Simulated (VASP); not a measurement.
# C (P6_3/mmc) in VASP: a series of runs

Runs on C. Level: PBEsol+D3(BJ). Tasks: single point.

All numbers are computed with VASP 6.6.1; they aren't measurements. Logs are shortened: lines on timing, memory, paths and dates and some standing lists are left out, and cuts for length are marked.

## Step 1: The cell of the first run

Symmetry: P6_3/mmc, No. 194, hexagonal system. Conventional cell: a = 2.478 Å, b = 2.478 Å, c = 6.475 Å, α = 90.00°, β = 90.00°, γ = 120.00°. C (site symmetry -6m2) has 3 C at 1.43 Å within 1.9 Å. C (site symmetry -6m2) has 3 C at 1.43 Å within 1.9 Å.

## Step 2: Single point, PBEsol+D3(BJ) (volume 8.607 Å^3 an atom, c/a of the conventional cell 2.6132)

INCAR

```
ALGO = Normal
EDIFF = 1E-6
ENCUT = 520
GGA = PS
ISIF = 2
ISMEAR = 0
IVDW = 12
LASPH = True
LCHARG = False
LREAL = False
LWAVE = False
NBANDS = 16
NELM = 100
PREC = Accurate
SIGMA = 0.15
```

KPOINTS

```
k-points
0
Gamma
  21 21 8
```

POSCAR

```
C
1.0
    2.4778473040      0.0000000000      0.0000000000
   -1.2389236520      2.1458787120      0.0000000000
    0.0000000000      0.0000000000      6.4751105749
C
4
Direct
    0.0000000000      0.0000000000      0.0025000000
    0.0000000000      0.0000000000      0.5025000000
    0.3333333333      0.6666666667      0.0025000000
    0.6666666667      0.3333333333      0.5025000000
```

Potentials or basis: VASP PAW PBE potentials, release 64 (C).

Started as:

```sh
$ cat potpaw_PBE.64/C/POTCAR > POTCAR
$ mpirun -np 1 vasp_std > vasp.out
```

OUTCAR:

```text
EDIFF = 1E-6
   ENCUT = 520
   GGA = PS
   ISIF = 2
   ISMEAR = 0
   IVDW = 12
   LASPH = True
   LREAL = False
   NELM = 100
   PREC = Accurate
 IVDW          = 12

 ion  position               nearest neighbor table
   1  0.000  0.000  0.002-   3 1.43   3 1.43   3 1.43
   2  0.000  0.000  0.502-   4 1.43   4 1.43   4 1.43
   3  0.333  0.667  0.002-   1 1.43   1 1.43   1 1.43
   4  0.667  0.333  0.502-   2 1.43   2 1.43   2 1.43

  LATTYP: Found a hexagonal cell.
 ALAT       =     2.4778473040
 C/A-ratio  =     2.6132000000

  Lattice vectors:

 A1 = (   2.4778473040,   0.0000000000,   0.0000000000)
 A2 = (  -1.2389236520,   2.1458787120,   0.0000000000)
 A3 = (   0.0000000000,   0.0000000000,   6.4751105749)

Analysis of symmetry for initial positions (statically):
=====================================================================
 Subroutine PRICEL returns:
 Original cell was already a primitive cell.

 Routine SETGRP: Setting up the symmetry group for a
 hexagonal supercell.

 Subroutine GETGRP returns: Found 24 space group operations
 (whereof  6 operations were pure point group operations)
 out of a pool of 24 trial point group operations.

The static configuration has the point symmetry C_3v.
 The point group associated with its full space group is D_6h.

Analysis of symmetry for dynamics (positions and initial velocities):
=====================================================================
 Subroutine PRICEL returns:
 Original cell was already a primitive cell.

 Routine SETGRP: Setting up the symmetry group for a
 hexagonal supercell.

 Subroutine GETGRP returns: Found 24 space group operations
 (whereof  6 operations were pure point group operations)
 out of a pool of 24 trial point group operations.

The dynamic configuration has the point symmetry C_3v.
 The point group associated with its full space group is D_6h.

 Subroutine INISYM returns: Found 24 space group operations
 (whereof  6 operations are pure point group operations),
 and found     1 'primitive' translations

----------------------------------------------------------------------------------------

                                     Primitive cell

  volume of cell :      34.4292

  direct lattice vectors                    reciprocal lattice vectors
     2.477847304  0.000000000  0.000000000     0.403576120  0.233004781  0.000000000
    -1.238923652  2.145878712  0.000000000     0.000000000  0.466009563  0.000000000
     0.000000000  0.000000000  6.475110575     0.000000000  0.000000000  0.154437517

  length of vectors
     2.477847304  2.477847304  6.475110575     0.466009563  0.466009563  0.154437517

  position of ions in fractional coordinates (direct lattice)
     0.000000000  0.000000000  0.002500000
     0.000000000  0.000000000  0.502500000
     0.333333333  0.666666667  0.002500000
     0.666666667  0.333333333  0.502500000

  ion indices of the primitive-cell ions
   primitive index   ion index
                 1           1
                 2           2
                 3           3
                 4           4

----------------------------------------------------------------------------------------

 KPOINTS: k-points

Automatic generation of k-mesh.
 Grid dimensions read from file:
 generate k-points for:   21   21    8

 Generating k-lattice:

  Cartesian coordinates                     Fractional coordinates (reciprocal lattice)
     0.019217910  0.011095466  0.000000000     0.047619048  0.000000000  0.000000000
     0.000000000  0.022190932  0.000000000     0.000000000  0.047619048  0.000000000
     0.000000000  0.000000000  0.019304690     0.000000000  0.000000000  0.125000000

  Length of vectors
     0.022190932  0.022190932  0.019304690

  Shift w.r.t. Gamma in fractional coordinates (k-lattice)
     0.000000000  0.000000000  0.000000000

 Subroutine IBZKPT returns following result:
 ===========================================

 Found    240 irreducible k-points:

 Following reciprocal coordinates:
            Coordinates               Weight
  0.000000  0.000000  0.000000      1.000000
  0.047619 -0.000000  0.000000      6.000000
  0.095238  0.000000  0.000000      6.000000
  0.142857 -0.000000  0.000000      6.000000
  0.190476  0.000000  0.000000      6.000000
  0.238095  0.000000  0.000000      6.000000
[... 16 lines left out ...]
  0.142857  0.095238  0.000000     12.000000
  0.190476  0.095238  0.000000     12.000000
 [... further k-points ...]
   k-points           NKPTS =    240   k-points in BZ     NKDIM =    240   number of bands    NBANDS=     16
   number of dos      NEDOS =    301   number of ions     NIONS =      4
   total plane-waves  NPLWV =  15552
   dimension x,y,z NGX =    18 NGY =   18 NGZ =   48
   dimension x,y,z NGXF=    36 NGYF=   36 NGZF=   96
   ions per type =               4
   NGX,Y,Z   is equivalent  to a cutoff of  12.08, 12.08, 12.32 a.u.
   NGXF,Y,Z  is equivalent  to a cutoff of  24.15, 24.15, 24.65 a.u.
 SYSTEM =  unknown system
   PREC   = accura    normal or accurate (medium, high low for compatibility)
   ISTART =      0    job   : 0-new  1-cont  2-samecut
   ICHARG =      2    charge: 1-file 2-atom 10-const
   ISPIN  =      1    spin polarized calculation?
   LNONCOLLINEAR =      F non collinear calculations
   LSORBIT =      F    spin-orbit coupling
   LASPH  =      T    aspherical Exc in radial PAW
   ENCUT  =  520.0 eV  38.22 Ry    6.18 a.u.   4.61  4.61 12.04*2*pi/ulx,y,z
   NELM   =    100;   NELMIN=  2; NELMDL= -5     # of ELM steps
   EDIFF  = 0.1E-05   stopping-criterion for ELM
   LREAL  =      F    real-space projection
   EDIFFG = 0.1E-04   stopping-criterion for IOM
   NSW    =      0    number of steps for IOM
   IBRION =     -1    ionic relax: 0-MD 1-quasi-New 2-CG
   NFREE  =      0    steps in history (QN), initial steepest desc. (CG)
   ISIF   =      2    stress and relaxation
   ISYM   =      2    0-nonsym 1-usesym 2-fastsym
   POTIM  = 0.5000    time-step for ionic-motion
   TEBEG  =    0.0;   TEEND  =   0.0 temperature during run
   PSTRESS=    0.0 pullay stress
   NELECT =      16.0000    total number of electrons
   NUPDOWN=      -1.0000    fix difference up-down
   EMIN   =  10.00;   EMAX   =-10.00  energy-range for DOS
   EFERMI =   0.00;   METHOD = LEGACY
   ISMEAR =     0;   SIGMA  =   0.15  broadening in eV -4-tet -1-fermi 0-gaus
   EFERMI_NEDOS =   21; number of points for ismear=-14 and -15
   IALGO  =     38    algorithm
   IMIX   =      4    mixing-type and parameters
     AMIX     =   0.40;   BMIX     =  1.00
     AMIX_MAG =   1.60;   BMIX_MAG =  1.00
  volume/ion in A,a.u.               =       8.61        58.08
  Fermi-wavevector in a.u.,A,eV,Ry     =   1.268058  2.396283 21.877782  1.607972
  Thomas-Fermi vector in A             =   2.401173
   LORBIT       =      0    0 simple, 1 ext, 2 COOP (PROOUT), +10 PAW based schemes
   GGA     = PS    functional components
   LHFCALC =     F    Hartree Fock is set to
   AEXX    =    0.0000 exact exchange contribution
   IVDW    =    12    specifies the selected vdW correction
   LEPSILON=     F    determine dielectric tensor
   LRPA    =     F    only Hartree local field effects (RPA)
 non-spin polarized calculation
 Gauss-broadening in eV      SIGMA  =   0.15
  energy-cutoff  :      520.00
  volume of cell :       34.43
 maximum number of plane-waves:       946
   NGX =  9   NGY =  9   NGZ = 25

 number of electron      15.9999995 magnetization

 Free energy of the ion-electron system (eV)
  ---------------------------------------------------
  ext. energy  EPLUGINS =         0.00000000
  ---------------------------------------------------
  free energy    TOTEN  =       -38.54174367 eV

  energy without entropy =      -38.54088828  energy(sigma->0) =      -38.54131597

 E-fermi :   4.8048     XC(G=0): -10.7639

 val. band max:        4.8021128068   @ k =   0.3333   0.3333   0.5000
 cond. band min:       4.8048810735   @ k =   0.3333   0.3333   0.2500
 fundamental gap:      0.0027682667
 Fermi energy:         4.8047626146

 k-point     1 :       0.0000    0.0000    0.0000
  band No.  band energies     occupation
      1     -14.7143      2.00000
      2     -14.3061      2.00000
      3      -3.8231      2.00000
      4      -1.4002      2.00000
      5       1.8399      2.00000
      6       1.8399      2.00000
[... 8 lines left out ...]
     15      16.1437      0.00000
     16      16.2740      0.00000

 k-point     2 :       0.0476   -0.0000    0.0000
  band No.  band energies     occupation
      1     -14.6606      2.00000
      2     -14.2535      2.00000
      3      -3.7577      2.00000
      4      -1.3398      2.00000
      5       1.6168      2.00000
      6       1.6528      2.00000
[... 8 lines left out ...]
     15      16.0965      0.00000
     16      16.1780      0.00000

 k-point     3 :       0.0952    0.0000    0.0000
  band No.  band energies     occupation
      1     -14.4993      2.00000
      2     -14.0960      2.00000
      3      -3.5618      2.00000
      4      -1.1592      2.00000
      5       0.9929      2.00000
      6       1.0481      2.00000
[... 8 lines left out ...]
     15      15.5841      0.00000
     16      16.3063      0.00000

 k-point     4 :       0.1429   -0.0000    0.0000
  band No.  band energies     occupation
      1     -14.2311      2.00000
      2     -13.8342      2.00000
      3      -3.2368      2.00000
      4      -0.8607      2.00000
      5       0.0700      2.00000
      6       0.1498      2.00000
[... 8 lines left out ...]
     15      14.9890      0.00000
     16      16.5207      0.00000
[... 324 lines left out ...]
 k-point    22 :       0.0952    0.0952    0.0000
  band No.  band energies     occupation
      1     -14.0705      2.00000
      2     -13.6774      2.00000
      3      -3.0426      2.00000
      4      -0.6829      2.00000
      5      -0.2581      2.00000
      6      -0.2063      2.00000
[... 8 lines left out ...]
     15      14.9559      0.00000
     16      16.6220      0.00000

 k-point    23 :       0.1429    0.0952    0.0000
  band No.  band energies     occupation
      1     -13.6971      2.00000
      2     -13.3127      2.00000
      3      -2.5924      2.00000
      4      -1.2037      2.00000
      5      -1.1264      2.00000
      6      -0.2729      2.00000
[... 8 lines left out ...]
     15      15.7091      0.00000
     16      16.8694      0.00000

 k-point    24 :       0.1905    0.0952    0.0000
  band No.  band energies     occupation
      1     -13.2197      2.00000
      2     -12.8465      2.00000
      3      -2.3101      2.00000
      4      -2.1954      2.00000
      5      -2.0198      2.00000
      6      -0.6459      2.00000
[... 8 lines left out ...]
     15      16.7855      0.00000
     16      17.1534      0.00000

 [... further k-points ...]

------------------------ aborting loop because EDIFF is reached ----------------------------------------

 Edisp (eV)   -0.45547

 E8    (eV) :    -0.2215

  FORCE on cell =-STRESS in cart. coord.  units (eV):
  Direction    XX          YY          ZZ          XY          YZ          ZX
  --------------------------------------------------------------------------------------
  -------------------------------------------------------------------------------------
  Total      -2.03375    -2.03375     0.12028     0.00000    -0.00000     0.00000
  in kB     -94.64128   -94.64128     5.59737     0.00000    -0.00000     0.00000
  external pressure =      -61.23 kB  Pullay stress =        0.00 kB

 VOLUME and BASIS-vectors are now :
 -----------------------------------------------------------------------------
  energy-cutoff  :      520.00
  volume of cell :       34.43
      direct lattice vectors                 reciprocal lattice vectors
     2.477847304  0.000000000  0.000000000     0.403576120  0.233004781  0.000000000
    -1.238923652  2.145878712  0.000000000     0.000000000  0.466009563  0.000000000
     0.000000000  0.000000000  6.475110575     0.000000000  0.000000000  0.154437517

 POSITION                                       TOTAL-FORCE (eV/Angst)
 -----------------------------------------------------------------------------------
      0.00000      0.00000      0.01619         0.000000      0.000000     -0.000000
      0.00000      0.00000      3.25374        -0.000000      0.000000      0.000000
     -0.00000      1.43059      0.01619         0.000000     -0.000000      0.000000
      1.23892      0.71529      3.25374        -0.000000     -0.000000      0.000000
 -----------------------------------------------------------------------------------
    total drift:                                0.000000      0.000000     -0.000019

  FREE ENERGIE OF THE ION-ELECTRON SYSTEM (eV)
  ---------------------------------------------------
  free  energy   TOTEN  =       -38.9972169915 eV

  energy  without entropy=      -38.9963616033  energy(sigma->0) =      -38.99678930
```

It took 42 s on 1 thread of Intel Xeon 6975P-C (Granite Rapids), shared host; peak memory 0.21 GiB.

Results:

```
Free energy                : -38.9972 eV
Pressure                   : -6.1 GPa
Band gap on the k mesh     : zero (band 8 reaches 4.82 eV, above the bottom of band 9 at 4.78 eV)
Dispersion energy per atom : -0.114 eV
```

Levels at points of the mesh, in eV from the Fermi level:
| k point | band 4 | band 5 | band 6 | band 7 | band 8 | band 9 | band 10 | band 11 | band 12 | band 13 |
| --- | --- | --- | --- | --- | --- | --- | --- | --- | --- | --- |
| (0.00, 0.00, 0.00) | -6.20 | -2.96 | -2.96 | -2.94 | -2.94 | 4.45 | 8.21 | 8.21 | 8.29 | 8.29 |
| (0.00, 0.00, 0.50) | -7.55 | -2.95 | -2.95 | -2.95 | -2.95 | 7.41 | 7.41 | 8.25 | 8.25 | 8.25 |

Caveat: the PAW data sets were made with another functional, which shifts forces and pressure a little.

(Part 1 of 2 ends here.)
